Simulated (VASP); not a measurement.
Input of a VASP 6.6.1 run:

Contents of INCAR:

```
SYSTEM = SrTe
  PREC = Accurate
  ENCUT = 400
  EDIFF = 1E-8
  ISMEAR = -1
  SIGMA = 0.03
  LREAL = .FALSE.
  LASPH = .TRUE.
  NELM = 120
  ALGO = Normal
  ISIF = 2
  LWAVE = .FALSE.
  LCHARG = .FALSE.
  GGA = PS
  LEFG = .TRUE.
  NBANDS = 15
  GGA_COMPAT = .FALSE.
```

The input KPOINTS:

```
Automatic mesh
0
G
  7 7 7
  0 0 0
```

The input POSCAR:

```
SrTe
1.0
    0.0000000000      3.3558353104      3.3558353104
    3.3558353104      0.0000000000      3.3558353104
    3.3558353104      3.3558353104      0.0000000000
Sr Te
1 1
Direct
    0.0000000000      0.0000000000      0.0000000000
    0.5000000000      0.5000000000      0.5000000000
```

Potentials or basis: VASP PAW PBE potentials, release 64 (Sr_sv, Te).

The run is started by

```bash
$ cat potpaw_PBE.64/Sr_sv/POTCAR potpaw_PBE.64/Te/POTCAR > POTCAR
$ mpirun -np 1 vasp_std > vasp.out
```

(1) What does it give for the band gap on the k mesh?

(2) Estimate the pressure.

## Answers

(1) 1.72 eV, indirect (least direct gap 2.44 eV).

(2) -1.4 GPa.

Caveat: without QUAD_EFG the Cq values of the log hold for a quadrupole moment of 1 mb, not for the nuclei; the PAW data sets were made with another functional, which shifts forces and pressure a little; spin-orbit coupling is left out, which moves the levels of the heavy elements.
